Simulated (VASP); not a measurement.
# Al3GaN4 (P-42m) in VASP: a series of runs

Al3GaN4 is run at these levels: PBEsol; tasks: single point.

Everything below comes from runs of VASP 6.6.1. Logs are shortened: lines on timing, memory, paths and dates and some standing lists are left out, and cuts for length are marked.

## Step 1: The cell of the first run

Symmetry: P-42m, No. 111, tetragonal system. Conventional cell: a = 4.467 Å, b = 4.467 Å, c = 4.747 Å, α = 90.00°, β = 90.00°, γ = 90.00°. Al (site symmetry -42m) has 4 N at 1.96 Å within 2.6 Å. Al (site symmetry 222) has 4 N at 1.96 Å within 2.6 Å. Within 2.7 Å of Ga (site symmetry -42m) lie 4 N at 2.02 Å. Within 2.6 Å of N (site symmetry m) lie 3 Al at 1.96 Å and 1 Ga at 2.02 Å.

## Step 2: Single point, PBEsol (11.84 Å³/atom)

Contents of INCAR:

```
SYSTEM = Al3GaN4
PREC     = Accurate       ! precision mode
ENCUT    = 520            ! plane-wave cutoff, eV
EDIFF    = 1E-6           ! SCF threshold, eV
ISMEAR   = 0              ! smearing method
SIGMA    = 0.05           ! smearing width, eV
LREAL    = .FALSE.        ! projectors in reciprocal space
LASPH    = .TRUE.         ! aspherical terms in the spheres
NELM     = 60             ! most SCF steps
ALGO     = Normal         ! electronic algorithm
ISIF     = 2              ! what is computed and relaxed
LWAVE    = .FALSE.        ! write WAVECAR
LCHARG   = .FALSE.        ! write CHGCAR
GGA      = PS             ! functional
NBANDS   = 31             ! bands
```

Contents of KPOINTS:

```
regular mesh
0
G
  6 6 6
  0 0 0
```

Contents of POSCAR:

```
Al3GaN4
1.0
    4.4673482581      0.0000000000      0.0000000000
    0.0000000000      4.4673482581      0.0000000000
    0.0000000000      0.0000000000      4.7465575242
Al Ga N
3 1 4
Direct
    0.5000000000      0.5000000000      0.0000000000
    0.5000000000      0.0000000000      0.5000000000
    0.0000000000      0.5000000000      0.5000000000
    0.0000000000      0.0000000000      0.0000000000
    0.7447140287      0.7447140287      0.2552859713
    0.7447140287      0.2552859713      0.7447140287
    0.2552859713      0.7447140287      0.7447140287
    0.2552859713      0.2552859713      0.2552859713
```

Potentials or basis: VASP PAW PBE potentials, release 64 (Al, Ga_d, N).

Started as:

```console
cat potpaw_PBE.64/Al/POTCAR potpaw_PBE.64/Ga_d/POTCAR potpaw_PBE.64/N/POTCAR > POTCAR
mpirun -np 1 vasp_std > vasp.out
```

OUTCAR:

```text
SYSTEM = Al3GaN4
   PREC = Accurate
   ENCUT = 520
   EDIFF = 1E-6
   ISMEAR = 0
   LREAL = .FALSE.
   LASPH = .TRUE.
   NELM = 60
   ISIF = 2
   GGA = PS

 ion  position               nearest neighbor table
   1  0.500  0.500  0.000-   5 1.96   6 1.96   7 1.96   8 1.96   2 3.26   3 3.26   2 3.26   3 3.26
                             2 3.26   2 3.26   3 3.26   3 3.26
   2  0.500  0.000  0.500-   5 1.96   6 1.96   7 1.96   8 1.96   3 3.16   3 3.16   3 3.16   3 3.16
                             1 3.26   1 3.26   1 3.26   1 3.26
   3  0.000  0.500  0.500-   5 1.96   6 1.96   7 1.96   8 1.96   2 3.16   2 3.16   2 3.16   2 3.16
                             1 3.26   1 3.26   1 3.26   1 3.26
   4  0.000  0.000  0.000-   5 2.02   6 2.02   7 2.02   8 2.02
   5  0.745  0.745  0.255-   2 1.96   3 1.96   1 1.96   4 2.02
   6  0.745  0.255  0.745-   2 1.96   3 1.96   1 1.96   4 2.02
   7  0.255  0.745  0.745-   2 1.96   3 1.96   1 1.96   4 2.02
   8  0.255  0.255  0.255-   2 1.96   3 1.96   1 1.96   4 2.02

  LATTYP: Found a simple tetragonal cell.
 ALAT       =     4.4673482581
 C/A-ratio  =     1.0625000000

  Lattice vectors:

 A1 = (   4.4673482581,   0.0000000000,   0.0000000000)
 A2 = (   0.0000000000,   4.4673482581,   0.0000000000)
 A3 = (   0.0000000000,   0.0000000000,   4.7465575242)

Analysis of symmetry for initial positions (statically):
=====================================================================
 Subroutine PRICEL returns:
 Original cell was already a primitive cell.

 Routine SETGRP: Setting up the symmetry group for a
 simple tetragonal supercell.

 Subroutine GETGRP returns: Found  8 space group operations
 (whereof  8 operations were pure point group operations)
 out of a pool of 16 trial point group operations.

The static configuration has the point symmetry D_2d.

Analysis of symmetry for dynamics (positions and initial velocities):
=====================================================================
 Subroutine PRICEL returns:
 Original cell was already a primitive cell.

 Routine SETGRP: Setting up the symmetry group for a
 simple tetragonal supercell.

 Subroutine GETGRP returns: Found  8 space group operations
 (whereof  8 operations were pure point group operations)
 out of a pool of 16 trial point group operations.

The dynamic configuration has the point symmetry D_2d.

 Subroutine INISYM returns: Found  8 space group operations
 (whereof  8 operations are pure point group operations),
 and found     1 'primitive' translations

----------------------------------------------------------------------------------------

                                     Primitive cell

  volume of cell :      94.7280

  direct lattice vectors                    reciprocal lattice vectors
     4.467348258  0.000000000  0.000000000     0.223846439  0.000000000  0.000000000
     0.000000000  4.467348258  0.000000000     0.000000000  0.223846439  0.000000000
     0.000000000  0.000000000  4.746557524     0.000000000  0.000000000  0.210679002

  length of vectors
     4.467348258  4.467348258  4.746557524     0.223846439  0.223846439  0.210679002

  position of ions in fractional coordinates (direct lattice)
     0.500000000  0.500000000  0.000000000
     0.500000000  0.000000000  0.500000000
     0.000000000  0.500000000  0.500000000
     0.000000000  0.000000000  0.000000000
     0.744714029  0.744714029  0.255285971
     0.744714029  0.255285971  0.744714029
     0.255285971  0.744714029  0.744714029
     0.255285971  0.255285971  0.255285971

  ion indices of the primitive-cell ions
   primitive index   ion index
                 1           1
                 2           2
                 3           3
                 4           4
                 5           5
                 6           6
                 7           7
                 8           8

----------------------------------------------------------------------------------------

 KPOINTS: regular mesh

Automatic generation of k-mesh.
 Grid dimensions read from file:
 generate k-points for:    6    6    6

 Generating k-lattice:

  Cartesian coordinates                     Fractional coordinates (reciprocal lattice)
     0.037307740  0.000000000  0.000000000     0.166666667  0.000000000  0.000000000
     0.000000000  0.037307740  0.000000000     0.000000000  0.166666667  0.000000000
     0.000000000  0.000000000  0.035113167     0.000000000  0.000000000  0.166666667

  Length of vectors
     0.037307740  0.037307740  0.035113167

  Shift w.r.t. Gamma in fractional coordinates (k-lattice)
     0.000000000  0.000000000  0.000000000

 Subroutine IBZKPT returns following result:
 ===========================================

 Found     40 irreducible k-points:

 Following reciprocal coordinates:
            Coordinates               Weight
  0.000000  0.000000  0.000000      1.000000
  0.166667  0.000000  0.000000      4.000000
  0.333333  0.000000  0.000000      4.000000
  0.500000  0.000000  0.000000      2.000000
  0.166667  0.166667  0.000000      4.000000
  0.333333  0.166667  0.000000      8.000000
[... 16 lines left out ...]
  0.333333  0.000000  0.333333      8.000000
  0.500000  0.000000  0.333333      4.000000
 [... further k-points ...]
   k-points           NKPTS =     40   k-points in BZ     NKDIM =     40   number of bands    NBANDS=     31
   number of dos      NEDOS =    301   number of ions     NIONS =      8
   total plane-waves  NPLWV =  46656
   dimension x,y,z NGX =    36 NGY =   36 NGZ =   36
   dimension x,y,z NGXF=    72 NGYF=   72 NGZF=   72
   ions per type =               3   1   4
   NGX,Y,Z   is equivalent  to a cutoff of  13.40, 13.40, 12.61 a.u.
   NGXF,Y,Z  is equivalent  to a cutoff of  26.79, 26.79, 25.22 a.u.
 SYSTEM =  Al3GaN4
   PREC   = accura    normal or accurate (medium, high low for compatibility)
   ISTART =      0    job   : 0-new  1-cont  2-samecut
   ICHARG =      2    charge: 1-file 2-atom 10-const
   ISPIN  =      1    spin polarized calculation?
   LNONCOLLINEAR =      F non collinear calculations
   LSORBIT =      F    spin-orbit coupling
   LASPH  =      T    aspherical Exc in radial PAW
   ENCUT  =  520.0 eV  38.22 Ry    6.18 a.u.   8.31  8.31  8.83*2*pi/ulx,y,z
   NELM   =     60;   NELMIN=  2; NELMDL= -5     # of ELM steps
   EDIFF  = 0.1E-05   stopping-criterion for ELM
   LREAL  =      F    real-space projection
   EDIFFG = 0.1E-04   stopping-criterion for IOM
   NSW    =      0    number of steps for IOM
   IBRION =     -1    ionic relax: 0-MD 1-quasi-New 2-CG
   NFREE  =      0    steps in history (QN), initial steepest desc. (CG)
   ISIF   =      2    stress and relaxation
   ISYM   =      2    0-nonsym 1-usesym 2-fastsym
   POTIM  = 0.5000    time-step for ionic-motion
   TEBEG  =    0.0;   TEEND  =   0.0 temperature during run
   PSTRESS=    0.0 pullay stress
   NELECT =      42.0000    total number of electrons
   NUPDOWN=      -1.0000    fix difference up-down
   EMIN   =  10.00;   EMAX   =-10.00  energy-range for DOS
   EFERMI =   0.00;   METHOD = LEGACY
   ISMEAR =     0;   SIGMA  =   0.05  broadening in eV -4-tet -1-fermi 0-gaus
   EFERMI_NEDOS =   21; number of points for ismear=-14 and -15
   IALGO  =     38    algorithm
   IMIX   =      4    mixing-type and parameters
     AMIX     =   0.40;   BMIX     =  1.00
     AMIX_MAG =   1.60;   BMIX_MAG =  1.00
  volume/ion in A,a.u.               =      11.84        79.91
  Fermi-wavevector in a.u.,A,eV,Ry     =   1.248337  2.359015 21.202571  1.558345
  Thomas-Fermi vector in A             =   2.382428
   LORBIT       =      0    0 simple, 1 ext, 2 COOP (PROOUT), +10 PAW based schemes
   GGA     = PS    functional components
   LHFCALC =     F    Hartree Fock is set to
   AEXX    =    0.0000 exact exchange contribution
   IVDW    =     0    specifies the selected vdW correction
   LEPSILON=     F    determine dielectric tensor
   LRPA    =     F    only Hartree local field effects (RPA)
 non-spin polarized calculation
 Gauss-broadening in eV      SIGMA  =   0.05
  energy-cutoff  :      520.00
  volume of cell :       94.73
 maximum number of plane-waves:      2597
 NGX is ok and might be reduce to    36
   NGX = 17   NGY = 17   NGZ = 17

 number of electron      41.9999986 magnetization

 Free energy of the ion-electron system (eV)
  ---------------------------------------------------
  ext. energy  EPLUGINS =         0.00000000
  ---------------------------------------------------
  free energy    TOTEN  =       -59.33784122 eV

  energy without entropy =      -59.33784122  energy(sigma->0) =      -59.33784122

 E-fermi :   5.0697     XC(G=0): -10.8698

 val. band max:        4.8010458572   @ k =   0.1667   0.1667   0.0000
 cond. band min:       7.3080290578   @ k =   0.0000   0.0000   0.0000
 fundamental gap:      2.5069832005
 Fermi energy:         5.0697291095

 k-point     1 :       0.0000    0.0000    0.0000
  band No.  band energies     occupation
      1      -9.8440      2.00000
      2      -8.6012      2.00000
      3      -8.5715      2.00000
      4      -8.5715      2.00000
      5      -8.0579      2.00000
      6      -8.0297      2.00000
[... 23 lines left out ...]
     30      15.6220      0.00000
     31      15.7295      0.00000

 k-point     2 :       0.1667    0.0000    0.0000
  band No.  band energies     occupation
      1      -9.7298      2.00000
      2      -8.6077      2.00000
      3      -8.5903      2.00000
      4      -8.5778      2.00000
      5      -8.0551      2.00000
      6      -8.0275      2.00000
[... 23 lines left out ...]
     30      15.5958      0.00000
     31      15.9927      0.00000

 k-point     3 :       0.3333    0.0000    0.0000
  band No.  band energies     occupation
      1      -9.4206      2.00000
      2      -8.6773      2.00000
      3      -8.6202      2.00000
      4      -8.5904      2.00000
      5      -8.0484      2.00000
      6      -8.0197      2.00000
[... 23 lines left out ...]
     30      15.4922      0.00000
     31      15.9228      0.00000

 k-point     4 :       0.5000    0.0000    0.0000
  band No.  band energies     occupation
      1      -9.1254      2.00000
      2      -8.8423      2.00000
      3      -8.6261      2.00000
      4      -8.5966      2.00000
      5      -8.0440      2.00000
      6      -8.0064      2.00000
[... 23 lines left out ...]
     30      15.4297      0.00000
     31      15.6623      0.00000

 k-point     5 :       0.1667    0.1667    0.0000
  band No.  band energies     occupation
      1      -9.6222      2.00000
      2      -8.6227      2.00000
      3      -8.6110      2.00000
      4      -8.5667      2.00000
      5      -8.0524      2.00000
      6      -8.0254      2.00000
[... 23 lines left out ...]
     30      15.8111      0.00000
     31      15.8945      0.00000
[... 542 lines left out ...]
     30      15.0445      0.00000
     31      15.2790      0.00000

 k-point    22 :       0.1667    0.0000    0.3333
  band No.  band energies     occupation
      1      -9.3743      2.00000
      2      -8.7397      2.00000
      3      -8.6121      2.00000
      4      -8.5497      2.00000
      5      -8.0533      2.00000
      6      -8.0210      2.00000
[... 23 lines left out ...]
     30      14.4030      0.00000
     31      14.6935      0.00000

 k-point    23 :       0.3333    0.0000    0.3333
  band No.  band energies     occupation
      1      -9.1541      2.00000
      2      -8.7416      2.00000
      3      -8.6869      2.00000
      4      -8.4528      2.00000
      5      -8.0452      2.00000
      6      -8.0157      2.00000
[... 23 lines left out ...]
     30      14.1338      0.00000
     31      14.7403      0.00000

 k-point    24 :       0.5000    0.0000    0.3333
  band No.  band energies     occupation
      1      -8.9821      2.00000
      2      -8.7929      2.00000
      3      -8.7243      2.00000
      4      -8.3743      2.00000
      5      -8.0379      2.00000
      6      -8.0052      2.00000
[... 23 lines left out ...]
     30      14.3864      0.00000
     31      14.5115      0.00000

 [... further k-points ...]
[... 5 lines left out ...]
  --------------------------------------------------------------------------------------
  -------------------------------------------------------------------------------------
  Total       -7.9580421     -7.9580421    -13.5301809      0.0000000     -0.0000000      0.0000000
  in kB     -134.5979495   -134.5979495   -228.8420434      0.0000000     -0.0000000      0.0000000
  external PRESSURE =    -166.0126475 kB  Pullay stress =       0.0000000 kB

 VOLUME and BASIS-vectors are now :
 -----------------------------------------------------------------------------
  energy-cutoff  :      520.00
  volume of cell :       94.73
      direct lattice vectors                 reciprocal lattice vectors
     4.467348258  0.000000000  0.000000000     0.223846439  0.000000000  0.000000000
     0.000000000  4.467348258  0.000000000     0.000000000  0.223846439  0.000000000
     0.000000000  0.000000000  4.746557524     0.000000000  0.000000000  0.210679002

 POSITION                                       TOTAL-FORCE (eV/Angst)
 -----------------------------------------------------------------------------------
      2.23367      2.23367      0.00000        -0.000000      0.000000      0.000000
      2.23367      0.00000      2.37328        -0.000000      0.000000      0.000000
      0.00000      2.23367      2.37328        -0.000000      0.000000      0.000000
      0.00000      0.00000      0.00000        -0.000000      0.000000      0.000000
      3.32690      3.32690      1.21173        -0.021053     -0.021053     -0.036671
      3.32690      1.14045      3.53483        -0.021053      0.021053      0.036671
      1.14045      3.32690      3.53483         0.021053     -0.021053      0.036671
      1.14045      1.14045      1.21173         0.021053      0.021053     -0.036671
 -----------------------------------------------------------------------------------
    total drift:                                0.000000      0.000000      0.000000

  FREE ENERGIE OF THE ION-ELECTRON SYSTEM (eV)
  ---------------------------------------------------
  free  energy   TOTEN  =       -59.3378412207 eV

  energy  without entropy=      -59.3378412207  energy(sigma->0) =      -59.33784122
```

Wall time 2.2 min (1 thread of Intel Xeon 8259CL, shared host); peak memory 0.26 GiB.

What came out:

```
Free energy            : -59.3378 eV
Pressure               : -16.6 GPa
Largest force          : 0.047 eV/Å
Band gap on the k mesh : 2.51 eV (least direct gap 2.52 eV)
```

Forces on the atoms (eV/Å):
```
Al   0.000  0.000  0.000
Al   0.000  0.000  0.000
Al   0.000  0.000  0.000
Ga   0.000  0.000  0.000
N   -0.021 -0.021 -0.037
N   -0.021  0.021  0.037
N    0.021 -0.021  0.037
N    0.021  0.021 -0.037
```

Levels at points of the mesh, in eV from the valence-band top:
| k point | band 18 | band 19 | band 20 | band 21 | band 22 | band 23 | band 24 | band 25 |
| --- | --- | --- | --- | --- | --- | --- | --- | --- |
| (0.00, 0.00, 0.00) | -1.64 | -0.29 | -0.02 | -0.02 | 2.51 | 3.05 | 3.05 | 3.34 |
| (0.50, 0.00, 0.00) | -1.37 | -1.26 | -1.14 | -1.04 | 4.97 | 5.01 | 5.85 | 5.89 |
| (0.50, 0.50, 0.00) | -0.63 | -0.41 | -0.36 | -0.36 | 6.35 | 6.99 | 6.99 | 7.38 |
| (0.00, 0.00, 0.50) | -1.01 | -1.01 | -0.78 | -0.78 | 4.83 | 4.86 | 5.38 | 5.38 |
| (0.50, 0.00, 0.50) | -1.02 | -0.81 | -0.77 | -0.71 | 6.13 | 6.89 | 6.93 | 7.12 |
| (0.50, 0.50, 0.50) | -0.55 | -0.46 | -0.29 | -0.29 | 4.41 | 5.83 | 5.84 | 5.84 |

Caveat: the cell stands under tension; the PAW data sets were made with another functional, which shifts forces and pressure a little. A k mesh can miss the band edges.

(Part 1 of 2 ends here.)
